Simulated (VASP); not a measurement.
# MgB2 (P6/mmm) in VASP: notebook

The runs below take MgB2 through single point, relaxation of cell and atoms, with PBEsol.

All numbers are computed with VASP 6.6.1; they aren't measurements. Logs are shortened: lines on timing, memory, paths and dates and some standing lists are left out, and cuts for length are marked.

### 1 The cell of the first run

Symmetry: P6/mmm, No. 191, hexagonal system. The conventional cell has a = 3.021 Å, b = 3.021 Å, c = 3.380 Å, α = 90.00°, β = 90.00°, γ = 120.00°. Within 3.2 Å of Mg (site symmetry 6/mmm) lie 12 B at 2.43 Å and 6 Mg at 3.02 Å. Within 2.3 Å of B (site symmetry -6m2) lie 3 B at 1.74 Å.

### 2 Single point, PBEsol

Contents of INCAR:

```
PREC = Accurate ; ENCUT = 520
EDIFF = 1E-6 ; ISMEAR = -1
SIGMA = 0.05 ; LREAL = False
LASPH = True ; NELM = 60
ALGO = Normal ; ISIF = 2
LWAVE = False ; LCHARG = False
GGA = PS ; NBANDS = 11
```

Contents of KPOINTS:

```
regular mesh
0
Gamma
  10 10 8
```

Contents of POSCAR:

```
MgB2
1.0
    3.0214293140      0.0000000000      0.0000000000
   -1.5107146570      2.6166345417      0.0000000000
    0.0000000000      0.0000000000      3.3797419428
Mg B
1 2
Direct
    0.0000000000      0.0000000000      0.0000000000
    0.6666666667      0.3333333333      0.5000000000
    0.3333333333      0.6666666667      0.5000000000
```

Potentials or basis: VASP PAW PBE potentials, release 64 (Mg, B).

Command:

```
$ cat potpaw_PBE.64/Mg/POTCAR potpaw_PBE.64/B/POTCAR > POTCAR
$ mpirun -np 1 vasp_std > vasp.out
```

OUTCAR:

```text
PREC = Accurate
   ENCUT = 520
   EDIFF = 1E-6
   ISMEAR = -1
   LREAL = False
   LASPH = True
   NELM = 60
   ISIF = 2
   GGA = PS

 ion  position               nearest neighbor table
   1  0.000  0.000  0.000-   2 2.43   3 2.43   2 2.43   3 2.43   2 2.43   2 2.43   3 2.43   3 2.43
                             2 2.43   2 2.43   3 2.43   3 2.43
   2  0.667  0.333  0.500-   3 1.74   3 1.74   3 1.74   1 2.43   1 2.43   1 2.43   1 2.43   1 2.43
                             1 2.43
   3  0.333  0.667  0.500-   2 1.74   2 1.74   2 1.74   1 2.43   1 2.43   1 2.43   1 2.43   1 2.43
                             1 2.43

  LATTYP: Found a hexagonal cell.
 ALAT       =     3.0214293140
 C/A-ratio  =     1.1185904390

  Lattice vectors:

 A1 = (   3.0214293140,   0.0000000000,   0.0000000000)
 A2 = (  -1.5107146570,   2.6166345417,   0.0000000000)
 A3 = (   0.0000000000,   0.0000000000,   3.3797419428)

Analysis of symmetry for initial positions (statically):
=====================================================================
 Subroutine PRICEL returns:
 Original cell was already a primitive cell.

 Routine SETGRP: Setting up the symmetry group for a
 hexagonal supercell.

 Subroutine GETGRP returns: Found 24 space group operations
 (whereof 24 operations were pure point group operations)
 out of a pool of 24 trial point group operations.

The static configuration has the point symmetry D_6h.

Analysis of symmetry for dynamics (positions and initial velocities):
=====================================================================
 Subroutine PRICEL returns:
 Original cell was already a primitive cell.

 Routine SETGRP: Setting up the symmetry group for a
 hexagonal supercell.

 Subroutine GETGRP returns: Found 24 space group operations
 (whereof 24 operations were pure point group operations)
 out of a pool of 24 trial point group operations.

The dynamic configuration has the point symmetry D_6h.

 Subroutine INISYM returns: Found 24 space group operations
 (whereof 24 operations are pure point group operations),
 and found     1 'primitive' translations

----------------------------------------------------------------------------------------

                                     Primitive cell

  volume of cell :      26.7202

  direct lattice vectors                    reciprocal lattice vectors
     3.021429314  0.000000000  0.000000000     0.330969186  0.191085149  0.000000000
    -1.510714657  2.616634542  0.000000000     0.000000000  0.382170297  0.000000000
     0.000000000  0.000000000  3.379741943     0.000000000  0.000000000  0.295880578

  length of vectors
     3.021429314  3.021429314  3.379741943     0.382170297  0.382170297  0.295880578

  position of ions in fractional coordinates (direct lattice)
     0.000000000  0.000000000  0.000000000
     0.666666667  0.333333333  0.500000000
     0.333333333  0.666666667  0.500000000

  ion indices of the primitive-cell ions
   primitive index   ion index
                 1           1
                 2           2
                 3           3

----------------------------------------------------------------------------------------

 KPOINTS: regular mesh

Automatic generation of k-mesh.
 Grid dimensions read from file:
 generate k-points for:   10   10    8

 Generating k-lattice:

  Cartesian coordinates                     Fractional coordinates (reciprocal lattice)
     0.033096919  0.019108515  0.000000000     0.100000000  0.000000000  0.000000000
     0.000000000  0.038217030  0.000000000     0.000000000  0.100000000  0.000000000
     0.000000000  0.000000000  0.036985072     0.000000000  0.000000000  0.125000000

  Length of vectors
     0.038217030  0.038217030  0.036985072

  Shift w.r.t. Gamma in fractional coordinates (k-lattice)
     0.000000000  0.000000000  0.000000000

 Subroutine IBZKPT returns following result:
 ===========================================

 Found     70 irreducible k-points:

 Following reciprocal coordinates:
            Coordinates               Weight
  0.000000  0.000000  0.000000      1.000000
  0.100000 -0.000000  0.000000      6.000000
  0.200000 -0.000000  0.000000      6.000000
  0.300000  0.000000  0.000000      6.000000
  0.400000 -0.000000  0.000000      6.000000
  0.500000  0.000000  0.000000      3.000000
[... 16 lines left out ...]
  0.300000  0.100000  0.125000     24.000000
  0.400000  0.100000  0.125000     24.000000
 [... further k-points ...]
   k-points           NKPTS =     70   k-points in BZ     NKDIM =     70   number of bands    NBANDS=     11
   number of dos      NEDOS =    301   number of ions     NIONS =      3
   total plane-waves  NPLWV =  16128
   dimension x,y,z NGX =    24 NGY =   24 NGZ =   28
   dimension x,y,z NGXF=    48 NGYF=   48 NGZF=   56
   ions per type =               1   2
   NGX,Y,Z   is equivalent  to a cutoff of  13.21, 13.21, 13.77 a.u.
   NGXF,Y,Z  is equivalent  to a cutoff of  26.41, 26.41, 27.55 a.u.
 SYSTEM =  unknown system
   PREC   = accura    normal or accurate (medium, high low for compatibility)
   ISTART =      0    job   : 0-new  1-cont  2-samecut
   ICHARG =      2    charge: 1-file 2-atom 10-const
   ISPIN  =      1    spin polarized calculation?
   LNONCOLLINEAR =      F non collinear calculations
   LSORBIT =      F    spin-orbit coupling
   LASPH  =      T    aspherical Exc in radial PAW
   ENCUT  =  520.0 eV  38.22 Ry    6.18 a.u.   5.62  5.62  6.28*2*pi/ulx,y,z
   NELM   =     60;   NELMIN=  2; NELMDL= -5     # of ELM steps
   EDIFF  = 0.1E-05   stopping-criterion for ELM
   LREAL  =      F    real-space projection
   EDIFFG = 0.1E-04   stopping-criterion for IOM
   NSW    =      0    number of steps for IOM
   IBRION =     -1    ionic relax: 0-MD 1-quasi-New 2-CG
   NFREE  =      0    steps in history (QN), initial steepest desc. (CG)
   ISIF   =      2    stress and relaxation
   ISYM   =      2    0-nonsym 1-usesym 2-fastsym
   POTIM  = 0.5000    time-step for ionic-motion
   TEBEG  =    0.0;   TEEND  =   0.0 temperature during run
   PSTRESS=    0.0 pullay stress
   NELECT =       8.0000    total number of electrons
   NUPDOWN=      -1.0000    fix difference up-down
   EMIN   =  10.00;   EMAX   =-10.00  energy-range for DOS
   EFERMI =   0.00;   METHOD = LEGACY
   ISMEAR =    -1;   SIGMA  =   0.05  broadening in eV -4-tet -1-fermi 0-gaus
   EFERMI_NEDOS =   21; number of points for ismear=-14 and -15
   IALGO  =     38    algorithm
   IMIX   =      4    mixing-type and parameters
     AMIX     =   0.40;   BMIX     =  1.00
     AMIX_MAG =   1.60;   BMIX_MAG =  1.00
  volume/ion in A,a.u.               =       8.91        60.11
  Fermi-wavevector in a.u.,A,eV,Ry     =   1.095196  2.069620 16.319563  1.199454
  Thomas-Fermi vector in A             =   2.231515
   LORBIT       =      0    0 simple, 1 ext, 2 COOP (PROOUT), +10 PAW based schemes
   GGA     = PS    functional components
   LHFCALC =     F    Hartree Fock is set to
   AEXX    =    0.0000 exact exchange contribution
   IVDW    =     0    specifies the selected vdW correction
   LEPSILON=     F    determine dielectric tensor
   LRPA    =     F    only Hartree local field effects (RPA)
 non-spin polarized calculation
  energy-cutoff  :      520.00
  volume of cell :       26.72
 maximum number of plane-waves:       734
 NGX is ok and might be reduce to    24
   NGX = 11   NGY = 11   NGZ = 13

 number of electron       8.0000000 magnetization

 Free energy of the ion-electron system (eV)
  ---------------------------------------------------
  ext. energy  EPLUGINS =         0.00000000
  ---------------------------------------------------
  free energy    TOTEN  =       -16.17239695 eV

  energy without entropy =      -16.16646620  energy(sigma->0) =      -16.16943158

 E-fermi :   5.8600     XC(G=0): -11.3322

 val. band max:        5.8043750954   @ k =   0.1000  -0.0000   0.5000
 cond. band min:       5.8646902267   @ k =   0.4000   0.2000   0.1250
 fundamental gap:      0.0603151313
 Fermi energy:         5.8600295024

 k-point     1 :       0.0000    0.0000    0.0000
  band No.  band energies     occupation
      1      -7.0887      2.00000
      2       2.9287      2.00000
      3       6.1412      0.00720
      4       6.1412      0.00720
      5       7.9649      0.00000
      6      12.2398      0.00000
      7      12.2398      0.00000
      8      14.4795      0.00000
      9      16.3698      0.00000
     10      19.0464      0.00000
     11      22.7344      0.00000

 k-point     2 :       0.1000   -0.0000    0.0000
  band No.  band energies     occupation
      1      -6.9083      2.00000
      2       3.1020      2.00000
      3       5.2583      1.99999
      4       5.7226      1.87956
      5       8.1016      0.00000
      6      12.1804      0.00000
      7      13.0284      0.00000
      8      14.8347      0.00000
      9      15.7223      0.00000
     10      19.8948      0.00000
     11      22.0892      0.00000

 k-point     3 :       0.2000   -0.0000    0.0000
  band No.  band energies     occupation
      1      -6.3701      2.00000
      2       3.3334      2.00000
      3       3.6158      2.00000
      4       4.8938      2.00000
      5       8.5312      0.00000
      6      11.7645      0.00000
      7      14.0799      0.00000
      8      14.9453      0.00000
      9      15.5469      0.00000
     10      21.1737      0.00000
     11      21.2948      0.00000
[... 267 lines left out ...]
 k-point    23 :       0.3000    0.1000    0.1250
  band No.  band energies     occupation
      1      -4.6513      2.00000
      2       0.3362      2.00000
      3       3.1432      2.00000
      4       4.1366      2.00000
      5       9.6935      0.00000
      6      11.0771      0.00000
      7      12.4868      0.00000
      8      15.6301      0.00000
      9      17.0273      0.00000
     10      18.4562      0.00000
     11      20.9424      0.00000

 k-point    24 :       0.4000    0.1000    0.1250
  band No.  band energies     occupation
      1      -3.3127      2.00000
      2      -1.5385      2.00000
      3       2.8009      2.00000
      4       5.1962      2.00000
      5       8.1849      0.00000
      6      11.2160      0.00000
      7      12.8924      0.00000
      8      14.9446      0.00000
      9      16.6762      0.00000
     10      20.1164      0.00000
     11      20.9005      0.00000

 [... further k-points ...]
[... 5 lines left out ...]
  --------------------------------------------------------------------------------------
  -------------------------------------------------------------------------------------
  Total        1.7084447      1.7084447      1.6562275      0.0000000      0.0000000      0.0000000
  in kB      102.4406792    102.4406792     99.3096689      0.0000000      0.0000000      0.0000000
  external PRESSURE =     101.3970091 kB  Pullay stress =       0.0000000 kB

 VOLUME and BASIS-vectors are now :
 -----------------------------------------------------------------------------
  energy-cutoff  :      520.00
  volume of cell :       26.72
      direct lattice vectors                 reciprocal lattice vectors
     3.021429314  0.000000000  0.000000000     0.330969186  0.191085149  0.000000000
    -1.510714657  2.616634542  0.000000000     0.000000000  0.382170297  0.000000000
     0.000000000  0.000000000  3.379741943     0.000000000  0.000000000  0.295880578

 POSITION                                       TOTAL-FORCE (eV/Angst)
 -----------------------------------------------------------------------------------
      0.00000      0.00000      0.00000         0.000000      0.000000      0.000000
      1.51071      0.87221      1.68987         0.000000     -0.000000      0.000000
     -0.00000      1.74442      1.68987        -0.000000      0.000000      0.000000
 -----------------------------------------------------------------------------------
    total drift:                                0.000000     -0.000000      0.000000

  FREE ENERGIE OF THE ION-ELECTRON SYSTEM (eV)
  ---------------------------------------------------
  free  energy   TOTEN  =       -16.1723969517 eV

  energy  without entropy=      -16.1664662015  energy(sigma->0) =      -16.16943158
```

It took 42 s on 1 thread of AMD EPYC 7R13, shared host; peak memory 0.12 GiB.

Results:

```yaml
Free_energy: -16.1724 eV
Pressure: 10.1 GPa
Band_gap_on_the_k_mesh: zero (band 4 reaches 7.09 eV, above the bottom of band 5 at 4.29 eV)
```

Levels at points of the mesh, in eV from the Fermi level:
| k point | band 2 | band 3 | band 4 | band 5 | band 6 | band 7 |
| --- | --- | --- | --- | --- | --- | --- |
| (0.00, 0.00, 0.00) | -2.93 | 0.28 | 0.28 | 2.10 | 6.38 | 6.38 |
| (0.50, 0.00, 0.00) | -8.26 | -2.39 | 0.27 | 3.34 | 3.82 | 5.93 |
| (0.00, 0.00, 0.50) | -7.86 | 0.75 | 0.75 | 6.70 | 6.70 | 8.15 |
| (0.50, 0.00, 0.50) | -7.22 | -3.88 | -2.06 | -1.46 | 6.05 | 9.22 |

Caveat: the PAW data sets were made with another functional, which shifts forces and pressure a little.

(Part 1 of 3 ends here.)
